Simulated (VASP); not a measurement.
# PbS: relaxation of shape and atoms at fixed volume with PBE+D3(BJ)

The system is PbS.

```
Pb S
1.0
     2.01006    1.16051    3.28498
    -2.01006    1.16051    3.28498
     0.00000   -2.32102    3.28498
Pb S
1 1
Cartesian
  0.0000 0.0000 9.6380
  0.0000 0.0000 4.7068
```

This cell differs from its parent crystal: volume scaled by 0.88.

| Quantity | Value |
| --- | --- |
| Program | VASP 6.6.1 |
| Task | relaxation of shape and atoms at fixed volume |
| Functional | PBE |
| Dispersion | D3(BJ) |
| Potentials or basis | VASP PAW PBE potentials, release 64 (Pb_d, S) |
| Cutoff | 600 eV |
| k mesh | 12 × 12 × 12 |
| Occupations | gaussian, width 0.02 eV |
| Spin | no spin polarisation |
| Dipole correction | no |
| Further INCAR settings | ALGO = Normal; EDIFF = 1e-06; IBRION = 2; EDIFFG = -0.01; NSW = 50; ISIF = 4 |

```json
{
 "Pressure after relaxing": "9.5 GPa",
 "Largest force after relaxing": "0.008 eV/Å",
 "Band gap on the k mesh": "0.19 eV, indirect (least direct gap 0.19 eV)",
 "Dispersion energy per atom": "-0.395 eV"
}
```

Forces on the atoms (eV/Å):
```
Pb   0.000  0.000 -0.008
S    0.000  0.000  0.008
```

Final structure:
```yaml
crystal:
  lattice:
    - [2.01006, 1.16051, 3.28498]
    - [-2.01006, 1.16051, 3.28498]
    - [0.00000, -2.32102, 3.28498]
  atoms:
    - { symbol: Pb, position: [0.97799, 0.97799, 0.97799] }
    - { symbol: S, position: [0.47761, 0.47761, 0.47761] }
```

Levels at points of the mesh, in eV from the valence-band top:
| k point | band 7 | band 8 | band 9 | band 10 | band 11 | band 12 | band 13 | band 14 |
| --- | --- | --- | --- | --- | --- | --- | --- | --- |
| (0.00, 0.00, 0.00) | -5.79 | -2.86 | -2.85 | -2.85 | 5.59 | 5.59 | 5.59 | 6.36 |
| (0.50, 0.00, 0.00) | -9.70 | -2.34 | -2.34 | -0.01 | 0.19 | 1.62 | 1.63 | 8.80 |
| (0.50, 0.50, 0.00) | -7.43 | -6.37 | -4.34 | -4.33 | 3.26 | 6.00 | 6.18 | 6.18 |
| (0.50, 0.50, 0.50) | -9.70 | -2.34 | -2.34 | 0.00 | 0.19 | 1.63 | 1.63 | 8.80 |

Run time: 40 s on 1 thread of Intel(R) Xeon(R) 6975P-C (Granite Rapids), on a shared host, peak memory 0.3 GiB.

Caveat: the relaxation stopped at its first step, so nothing moved; spin-orbit coupling is left out, which moves the levels of the heavy elements. A k mesh can miss the band edges.
